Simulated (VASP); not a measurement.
Write the native input for VASP 6.6.1 that does the following.

```
Task                   : single point
Functional             : PBE
Potentials or basis    : VASP PAW PBE potentials, release 64 (Al)
Cutoff                 : 520 eV
k mesh                 : 10 × 10 × 10
Occupations            : fermi-dirac, width 0.02 eV
Spin                   : no spin polarisation
Dipole correction      : no
Further INCAR settings : ALGO = Normal; EDIFF = 1e-06; NBANDS = 8
```

The structure of Al lies in POSCAR:

```
Al
1.0
    0.0000000000      2.0176913852      2.0176913852
    2.0176913852      0.0000000000      2.0176913852
    2.0176913852      2.0176913852      0.0000000000
Al
1
Direct
    0.0000000000      0.0000000000      0.0000000000
```

The input as run:

INCAR

```
PREC = Accurate
ENCUT = 520
EDIFF = 1E-6
ISMEAR = -1
SIGMA = 0.02
LREAL = F
LASPH = T
NELM = 60
ALGO = Normal
ISIF = 2
LWAVE = F
LCHARG = F
GGA = PE
NBANDS = 8
```

KPOINTS

```
Automatic mesh
0
Gamma
  10 10 10
```

Potentials or basis: VASP PAW PBE potentials, release 64 (Al).

Run with:

```bash
$ cat potpaw_PBE.64/Al/POTCAR > POTCAR
$ mpirun -np 1 vasp_std > vasp.out
```

Results of the run:

```
Pressure : 0.0 GPa
```

It took 3.4 s on 1 thread of Intel(R) Xeon(R) 6975P-C (Granite Rapids), with other jobs on the host, peak memory 0.13 GiB.
